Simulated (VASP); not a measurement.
# RbTe2 (Fm-3m) in VASP: notebook

Runs on RbTe2. Level: PBE. Tasks: single point, relaxation of cell and atoms.

Program: VASP 6.6.1. These are calculated values, not measurements. Logs are shortened: lines on timing, memory, paths and dates and some standing lists are left out, and cuts for length are marked.

## 1. The cell of the first run

The structure is cubic, space group Fm-3m (No. 225). Conventional cell: a = 7.980 Å, b = 7.980 Å, c = 7.980 Å, α = 90.00°, β = 90.00°, γ = 90.00°. Rb (site symmetry m-3m) has 8 Te at 3.46 Å within 4.5 Å. Within 4.5 Å of Te (site symmetry -43m) lie 4 Rb at 3.46 Å and 6 Te at 3.99 Å.

## 2. Single point, PBE

Contents of INCAR:

```
SYSTEM = RbTe2
  PREC = Accurate
  ENCUT = 520
  EDIFF = 1E-7
  ISMEAR = 0
  SIGMA = 0.1
  LREAL = .False.
  LASPH = .True.
  NELM = 100
  ALGO = Normal
  ISIF = 2
  LWAVE = .False.
  LCHARG = .True.
  GGA = PE
  LELF = .True.
  LVHAR = .True.
  NBANDS = 18
```

Contents of KPOINTS:

```
Automatic mesh
0
Gamma
  4 4 4
  0 0 0
```

Contents of POSCAR:

```
RbTe2
1.0
    0.0000000000      3.9902003557      3.9902003557
    3.9902003557      0.0000000000      3.9902003557
    3.9902003557      3.9902003557      0.0000000000
Rb Te
1 2
Direct
    0.0000000000      0.0000000000      0.0000000000
    0.2500000000      0.2500000000      0.2500000000
    0.7500000000      0.7500000000      0.7500000000
```

Potentials or basis: VASP PAW PBE potentials, release 64 (Rb_sv, Te).

Run with:

```console
$ cat potpaw_PBE.64/Rb_sv/POTCAR potpaw_PBE.64/Te/POTCAR > POTCAR
$ mpirun -np 1 vasp_std > vasp.out
```

OUTCAR:

```text
SYSTEM = RbTe2
   PREC = Accurate
   ENCUT = 520
   EDIFF = 1E-7
   ISMEAR = 0
   LREAL = .False.
   LASPH = .True.
   NELM = 100
   ISIF = 2
   GGA = PE

 ion  position               nearest neighbor table
   1  0.000  0.000  0.000-   3 3.46   3 3.46   3 3.46   2 3.46   3 3.46   2 3.46   2 3.46   2 3.46

   2  0.250  0.250  0.250-   1 3.46   1 3.46   1 3.46   1 3.46
   3  0.750  0.750  0.750-   1 3.46   1 3.46   1 3.46   1 3.46

  LATTYP: Found a face centered cubic cell.
 ALAT       =     7.9804007114

  Lattice vectors:

 A1 = (   0.0000000000,   3.9902003557,   3.9902003557)
 A2 = (   3.9902003557,   0.0000000000,   3.9902003557)
 A3 = (   3.9902003557,   3.9902003557,   0.0000000000)

Analysis of symmetry for initial positions (statically):
=====================================================================
 Subroutine PRICEL returns:
 Original cell was already a primitive cell.

 Routine SETGRP: Setting up the symmetry group for a
 face centered cubic supercell.

 Subroutine GETGRP returns: Found 48 space group operations
 (whereof 48 operations were pure point group operations)
 out of a pool of 48 trial point group operations.

The static configuration has the point symmetry O_h .

Analysis of symmetry for dynamics (positions and initial velocities):
=====================================================================
 Subroutine PRICEL returns:
 Original cell was already a primitive cell.

 Routine SETGRP: Setting up the symmetry group for a
 face centered cubic supercell.

 Subroutine GETGRP returns: Found 48 space group operations
 (whereof 48 operations were pure point group operations)
 out of a pool of 48 trial point group operations.

The dynamic configuration has the point symmetry O_h .

 Subroutine INISYM returns: Found 48 space group operations
 (whereof 48 operations are pure point group operations),
 and found     1 'primitive' translations

----------------------------------------------------------------------------------------

                                     Primitive cell

  volume of cell :     127.0615

  direct lattice vectors                    reciprocal lattice vectors
     0.000000000  3.990200356  3.990200356    -0.125306991  0.125306991  0.125306991
     3.990200356  0.000000000  3.990200356     0.125306991 -0.125306991  0.125306991
     3.990200356  3.990200356  0.000000000     0.125306991  0.125306991 -0.125306991

  length of vectors
     5.642995460  5.642995460  5.642995460     0.217038075  0.217038075  0.217038075

  position of ions in fractional coordinates (direct lattice)
     0.000000000  0.000000000  0.000000000
     0.250000000  0.250000000  0.250000000
     0.750000000  0.750000000  0.750000000

  ion indices of the primitive-cell ions
   primitive index   ion index
                 1           1
                 2           2
                 3           3

----------------------------------------------------------------------------------------

 KPOINTS: Automatic mesh

Automatic generation of k-mesh.
 Grid dimensions read from file:
 generate k-points for:    4    4    4

 Generating k-lattice:

  Cartesian coordinates                     Fractional coordinates (reciprocal lattice)
    -0.031326748  0.031326748  0.031326748     0.250000000  0.000000000  0.000000000
     0.031326748 -0.031326748  0.031326748     0.000000000  0.250000000  0.000000000
     0.031326748  0.031326748 -0.031326748     0.000000000  0.000000000  0.250000000

  Length of vectors
     0.054259519  0.054259519  0.054259519

  Shift w.r.t. Gamma in fractional coordinates (k-lattice)
     0.000000000  0.000000000  0.000000000

 Subroutine IBZKPT returns following result:
 ===========================================

 Found      8 irreducible k-points:

 Following reciprocal coordinates:
            Coordinates               Weight
  0.000000  0.000000  0.000000      1.000000
  0.250000  0.000000  0.000000      8.000000
  0.500000  0.000000  0.000000      4.000000
  0.250000  0.250000  0.000000      6.000000
  0.500000  0.250000  0.000000     24.000000
 -0.250000  0.250000  0.000000     12.000000
  0.500000  0.500000  0.000000      3.000000
 -0.250000  0.500000  0.250000      6.000000
   k-points           NKPTS =      8   k-points in BZ     NKDIM =      8   number of bands    NBANDS=     18
   number of dos      NEDOS =    301   number of ions     NIONS =      3
   total plane-waves  NPLWV =  74088
   dimension x,y,z NGX =    42 NGY =   42 NGZ =   42
   dimension x,y,z NGXF=    84 NGYF=   84 NGZF=   84
   ions per type =               1   2
   NGX,Y,Z   is equivalent  to a cutoff of  12.37, 12.37, 12.37 a.u.
   NGXF,Y,Z  is equivalent  to a cutoff of  24.75, 24.75, 24.75 a.u.
 SYSTEM =  RbTe2
   PREC   = accura    normal or accurate (medium, high low for compatibility)
   ISTART =      0    job   : 0-new  1-cont  2-samecut
   ICHARG =      2    charge: 1-file 2-atom 10-const
   ISPIN  =      1    spin polarized calculation?
   LNONCOLLINEAR =      F non collinear calculations
   LSORBIT =      F    spin-orbit coupling
   LASPH  =      T    aspherical Exc in radial PAW
   ENCUT  =  520.0 eV  38.22 Ry    6.18 a.u.  10.49 10.49 10.49*2*pi/ulx,y,z
   NELM   =    100;   NELMIN=  2; NELMDL= -5     # of ELM steps
   EDIFF  = 0.1E-06   stopping-criterion for ELM
   LREAL  =      F    real-space projection
   EDIFFG = 0.1E-05   stopping-criterion for IOM
   NSW    =      0    number of steps for IOM
   IBRION =     -1    ionic relax: 0-MD 1-quasi-New 2-CG
   NFREE  =      0    steps in history (QN), initial steepest desc. (CG)
   ISIF   =      2    stress and relaxation
   ISYM   =      2    0-nonsym 1-usesym 2-fastsym
   POTIM  = 0.5000    time-step for ionic-motion
   TEBEG  =    0.0;   TEEND  =   0.0 temperature during run
   PSTRESS=    0.0 pullay stress
   NELECT =      21.0000    total number of electrons
   NUPDOWN=      -1.0000    fix difference up-down
   EMIN   =  10.00;   EMAX   =-10.00  energy-range for DOS
   EFERMI =   0.00;   METHOD = LEGACY
   ISMEAR =     0;   SIGMA  =   0.10  broadening in eV -4-tet -1-fermi 0-gaus
   EFERMI_NEDOS =   21; number of points for ismear=-14 and -15
   IALGO  =     38    algorithm
   IMIX   =      4    mixing-type and parameters
     AMIX     =   0.40;   BMIX     =  1.00
     AMIX_MAG =   1.60;   BMIX_MAG =  1.00
  volume/ion in A,a.u.               =      42.35       285.82
  Fermi-wavevector in a.u.,A,eV,Ry     =   0.898414  1.697756 10.981914  0.807148
  Thomas-Fermi vector in A             =   2.021120
   LORBIT       =      0    0 simple, 1 ext, 2 COOP (PROOUT), +10 PAW based schemes
   GGA     = PE    functional components
   LHFCALC =     F    Hartree Fock is set to
   AEXX    =    0.0000 exact exchange contribution
   IVDW    =     0    specifies the selected vdW correction
   LEPSILON=     F    determine dielectric tensor
   LRPA    =     F    only Hartree local field effects (RPA)
 non-spin polarized calculation
 Gauss-broadening in eV      SIGMA  =   0.10
  energy-cutoff  :      520.00
  volume of cell :      127.06
 maximum number of plane-waves:      3479
 NGX is ok and might be reduce to    42
   NGX = 21   NGY = 21   NGZ = 21

 number of electron      21.0000001 magnetization

 Free energy of the ion-electron system (eV)
  ---------------------------------------------------
  ext. energy  EPLUGINS =         0.00000000
  ---------------------------------------------------
  free energy    TOTEN  =        -6.93605415 eV

  energy without entropy =       -6.90220050  energy(sigma->0) =       -6.91912732

 E-fermi :   1.8042     XC(G=0):  -7.8634

 val. band max:        1.7427273966   @ k =   0.5000   0.2500   0.0000
 cond. band min:       1.8580741442   @ k =   0.5000   0.2500   0.0000
 fundamental gap:      0.1153467476
 Fermi energy:         1.8042287067

 k-point     1 :       0.0000    0.0000    0.0000
  band No.  band energies     occupation
      1     -24.0297      2.00000
      2      -8.7057      2.00000
      3      -8.2622      2.00000
      4      -8.2622      2.00000
      5      -8.2622      2.00000
      6      -7.4861      2.00000
      7      -0.0366      2.00000
      8      -0.0366      2.00000
      9      -0.0366      2.00000
     10       2.1558      0.00000
     11       2.1558      0.00000
     12       2.1558      0.00000
     13       6.3837      0.00000
     14       6.5928      0.00000
     15       6.5928      0.00000
     16       7.8641      0.00000
     17       7.8641      0.00000
     18       7.8641      0.00000

 k-point     2 :       0.2500    0.0000    0.0000
  band No.  band energies     occupation
      1     -24.0284      2.00000
      2      -8.9278      2.00000
      3      -8.2727      2.00000
      4      -8.2727      2.00000
      5      -7.9916      2.00000
      6      -7.5365      2.00000
      7       0.1945      2.00000
      8       0.1945      2.00000
      9       0.3599      2.00000
     10       1.4112      2.00000
     11       1.6858      1.90615
     12       1.6858      1.90615
     13       7.1279      0.00000
     14       7.2881      0.00000
     15       7.2881      0.00000
     16       7.9332      0.00000
     17       8.4017      0.00000
     18       8.4017      0.00000

 k-point     3 :       0.5000    0.0000    0.0000
  band No.  band energies     occupation
      1     -24.0271      2.00000
      2      -8.9945      2.00000
      3      -8.2830      2.00000
      4      -8.2830      2.00000
      5      -8.1480      2.00000
      6      -7.2842      2.00000
      7       0.5928      2.00000
      8       0.5928      2.00000
      9       0.6808      2.00000
     10       0.8309      2.00000
     11       1.1237      2.00000
     12       1.1237      2.00000
     13       7.5837      0.00000
     14       7.5837      0.00000
     15       7.9258      0.00000
     16       8.6988      0.00000
     17       9.7798      0.00000
     18      10.2891      0.00000

 k-point     4 :       0.2500    0.2500    0.0000
  band No.  band energies     occupation
      1     -24.0279      2.00000
      2      -9.0007      2.00000
      3      -8.2873      2.00000
      4      -8.2873      2.00000
      5      -7.7154      2.00000
      6      -7.7030      2.00000
      7       0.0095      2.00000
      8       0.0095      2.00000
      9       0.3323      2.00000
     10       1.1056      2.00000
     11       2.2199      0.00000
     12       2.2199      0.00000
     13       6.4303      0.00000
     14       7.1219      0.00000
     15       7.2563      0.00000
     16       8.2495      0.00000
     17       8.2495      0.00000
     18       9.4157      0.00000

 k-point     5 :       0.5000    0.2500    0.0000
  band No.  band energies     occupation
      1     -24.0266      2.00000
      2      -8.9951      2.00000
      3      -8.5775      2.00000
      4      -8.2977      2.00000
      5      -7.6975      2.00000
      6      -7.3931      2.00000
      7      -0.3641      2.00000
      8       0.1104      2.00000
      9       0.2488      2.00000
     10       1.7427      1.61557
     11       1.8581      0.44636
     12       2.0459      0.00063
     13       6.5304      0.00000
     14       7.9294      0.00000
     15       8.2392      0.00000
     16       8.7391      0.00000
     17       9.1434      0.00000
     18       9.5087      0.00000

 k-point     6 :      -0.2500    0.2500    0.0000
  band No.  band energies     occupation
      1     -24.0271      2.00000
      2      -8.9295      2.00000
      3      -8.6155      2.00000
      4      -8.2832      2.00000
      5      -7.6063      2.00000
      6      -7.5458      2.00000
      7      -0.2203      2.00000
      8       0.4271      2.00000
      9       0.8309      2.00000
     10       0.8569      2.00000
     11       1.1998      2.00000
     12       2.3345      0.00000
     13       6.8474      0.00000
     14       7.6741      0.00000
     15       7.7285      0.00000
     16       8.7067      0.00000
     17       8.9977      0.00000
     18      10.0581      0.00000

 k-point     7 :       0.5000    0.5000    0.0000
  band No.  band energies     occupation
      1     -24.0262      2.00000
      2      -9.1381      2.00000
      3      -8.3124      2.00000
      4      -8.3124      2.00000
      5      -7.9172      2.00000
      6      -7.2515      2.00000
      7      -0.8951      2.00000
      8       0.0888      2.00000
      9       0.0888      2.00000
     10       2.2030      0.00000
     11       2.2030      0.00000
     12       2.7368      0.00000
     13       5.7283      0.00000
     14       8.2059      0.00000
     15       8.5219      0.00000
     16       8.6225      0.00000
     17       8.7580      0.00000
     18       9.2230      0.00000

 k-point     8 :      -0.2500    0.5000    0.2500
  band No.  band energies     occupation
      1     -24.0262      2.00000
      2      -8.8466      2.00000
      3      -8.8466      2.00000
      4      -8.3133      2.00000
      5      -7.4633      2.00000
      6      -7.4633      2.00000
      7      -0.5869      2.00000
      8      -0.3189      2.00000
      9       0.9699      2.00000
     10       0.9699      2.00000
     11       2.3465      0.00000
     12       2.5596      0.00000
     13       6.8386      0.00000
     14       7.3555      0.00000
     15       8.1702      0.00000
     16       8.1702      0.00000
     17       9.5855      0.00000
     18      10.0738      0.00000

------------------------ aborting loop because EDIFF is reached ----------------------------------------

  FORCE on cell =-STRESS in cart. coord.  units (eV):
  Direction    XX          YY          ZZ          XY          YZ          ZX
  --------------------------------------------------------------------------------------
  -------------------------------------------------------------------------------------
  Total        0.3304321      0.3304321      0.3304321      0.0000000      0.0000000     -0.0000000
  in kB        4.1665706      4.1665706      4.1665706      0.0000000      0.0000000     -0.0000000
  external PRESSURE =       4.1665706 kB  Pullay stress =       0.0000000 kB

 VOLUME and BASIS-vectors are now :
 -----------------------------------------------------------------------------
  energy-cutoff  :      520.00
  volume of cell :      127.06
      direct lattice vectors                 reciprocal lattice vectors
     0.000000000  3.990200356  3.990200356    -0.125306991  0.125306991  0.125306991
     3.990200356  0.000000000  3.990200356     0.125306991 -0.125306991  0.125306991
     3.990200356  3.990200356  0.000000000     0.125306991  0.125306991 -0.125306991

 POSITION                                       TOTAL-FORCE (eV/Angst)
 -----------------------------------------------------------------------------------
      0.00000      0.00000      0.00000        -0.000000     -0.000000     -0.000000
      1.99510      1.99510      1.99510        -0.000000     -0.000000     -0.000000
      5.98530      5.98530      5.98530         0.000000      0.000000      0.000000
 -----------------------------------------------------------------------------------
    total drift:                               -0.000000     -0.000000      0.000000

  FREE ENERGIE OF THE ION-ELECTRON SYSTEM (eV)
  ---------------------------------------------------
  free  energy   TOTEN  =        -6.9360541501 eV

  energy  without entropy=       -6.9022004987  energy(sigma->0) =       -6.91912732
```

Run time: 53 s. Hardware: 1 thread of Intel Xeon 8259CL, shared host; peak memory 0.26 GiB.

What came out:

```
Free energy            : -6.9361 eV
Pressure               : 0.4 GPa
Band gap on the k mesh : zero (an odd number of electrons rules out a gap without spin polarisation)
```

Caveat: spin-orbit coupling is left out, which moves the levels of the heavy elements.

(Continued in part 2 of 2.)
